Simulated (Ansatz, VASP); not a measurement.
# MoS2: VASP beside Ansatz

File INCAR:

```
ALGO = Normal
EDIFF = 1E-6
ENCUT = 520
GGA = PE
ISIF = 2
ISMEAR = 0
IVDW = 12
LASPH = T
LCHARG = F
LREAL = F
LWAVE = F
NBANDS = 35
NELM = 100
PREC = Accurate
SIGMA = 0.05
```

File KPOINTS:

```
k-points
0
Gamma
  12 12 4
```

Contents of POSCAR:

```
MoS2
1.0
    3.0864000000      0.0000000000      0.0000000000
   -1.5432000000      2.6729008062      0.0000000000
    0.0000000000      0.0000000000     11.0072000000
Mo S
2 4
Direct
    0.6666666667      0.3333333333      0.2501439769
    0.3333333333      0.6666666667      0.7498560231
    0.3333333333      0.6666666667      0.3795985159
    0.6666666667      0.3333333333      0.8793132861
    0.3333333333      0.6666666667      0.1206867139
    0.6666666667      0.3333333333      0.6204014841
```

Input for Ansatz:

```yaml
crystal:
  lattice:
    - [3.0864, 0.0, 0.0]
    - [-1.5432, 2.6729008062, 0.0]
    - [0.0, 0.0, 11.0072]
  atoms:
    - { symbol: Mo, position: [0.6666666667, 0.3333333333, 0.2501439769] }
    - { symbol: Mo, position: [0.3333333333, 0.6666666667, 0.7498560231] }
    - { symbol: S, position: [0.3333333333, 0.6666666667, 0.3795985159] }
    - { symbol: S, position: [0.6666666667, 0.3333333333, 0.8793132861] }
    - { symbol: S, position: [0.3333333333, 0.6666666667, 0.1206867139] }
    - { symbol: S, position: [0.6666666667, 0.3333333333, 0.6204014841] }
basis:
  ecutwfc: 420
kpoints:
  mp_grid: { grid: [12, 12, 4] }
hamiltonian:
  xc: pbe
  pseudopotentials: { kind: paw, azcp: { folder: soft_1 } }
  dispersion: d3bj
scf:
  occupations: { method: gaussian, width: 0.05 }
output:
  forces: true
  stress: true
  eigenvalues: true
```

Alike in both runs: task single point; functional PBE; dispersion D3(BJ); k mesh 12 × 12 × 4; occupations gaussian, width 0.05 eV; no spin polarisation.

```csv
,VASP,Ansatz
version,VASP 6.6.1,Ansatz 0.2.0
potentials or method,"VASP PAW PBE potentials, release 64 (Mo_sv, S), cutoff 520 eV","scalar-relativistic, plane waves, PAW"
valence electrons in the cell,52,52
```

|  | VASP | Ansatz | Ansatz less VASP |
| --- | --- | --- | --- |
| gap on the k mesh at the Fermi level (eV) | none | none | - |
| rms of the force components (eV/Å) | 1.683 | 1.700 | +0.0175 |

Atom by atom the forces differ by 0.017 eV/Å (rms over components). A gap of «none» marks a metal or a gap that the smearing closes.
